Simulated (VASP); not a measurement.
Here is a VASP 6.6.1 calculation.

Contents of POSCAR:

```
Al2O3
1.0
    2.8556671381      0.0000000000      0.0000000000
   -1.4278335691      2.4730802863      0.0000000000
    0.0000000000      0.0000000000      7.6615428642
Al O
2 3
Direct
    0.0000000000      0.0000000000      0.8190612852
    0.0000000000      0.0000000000      0.1809387148
    0.3333333333      0.6666666667      0.7320009841
    0.6666666667      0.3333333333      0.0000000000
    0.3333333333      0.6666666667      0.2679990159
```

The input INCAR.step1:

```
  ALGO = Normal
  EDIFF = 1E-4
  ENCUT = 520
  GGA = PE
  ISMEAR = -1
  LASPH = T
  LCHARG = F
  LREAL = F
  LWAVE = T
  NBANDS = 20
  NELM = 80
  PREC = Accurate
  SIGMA = 0.05
```

The input INCAR.step2:

```
  ALGO = Normal
  EDIFF = 1E-6
  ENCUT = 520
  ISIF = 2
  ISMEAR = -1
  ISTART = 1
  LASPH = T
  LCHARG = T
  LELF = T
  LMIXTAU = T
  LREAL = F
  LVHAR = T
  LWAVE = F
  METAGGA = R2SCAN
  NBANDS = 20
  NELM = 80
  PREC = Accurate
  SIGMA = 0.05
```

The input KPOINTS:

```
k-points
0
Gamma
  11 11 3
```

Potentials or basis: VASP PAW PBE potentials, release 64 (Al, O).

Run with:

```console
$ cat potpaw_PBE.64/Al/POTCAR potpaw_PBE.64/O/POTCAR > POTCAR
$ cp INCAR.step1 INCAR
$ mpirun -np 1 vasp_std > vasp.out
$ cp INCAR.step2 INCAR
$ mpirun -np 1 vasp_std > vasp.out
```

(1) Estimate the largest force.

(2) Estimate the pressure.

(3) Predict the band gap on the k mesh.

Answers

(1) 0.037 eV/Å.

(2) 0.1 GPa.

(3) 5.63 eV, indirect (least direct gap 5.82 eV).

Caveat: the PAW data sets were made with another functional, which shifts forces and pressure a little.
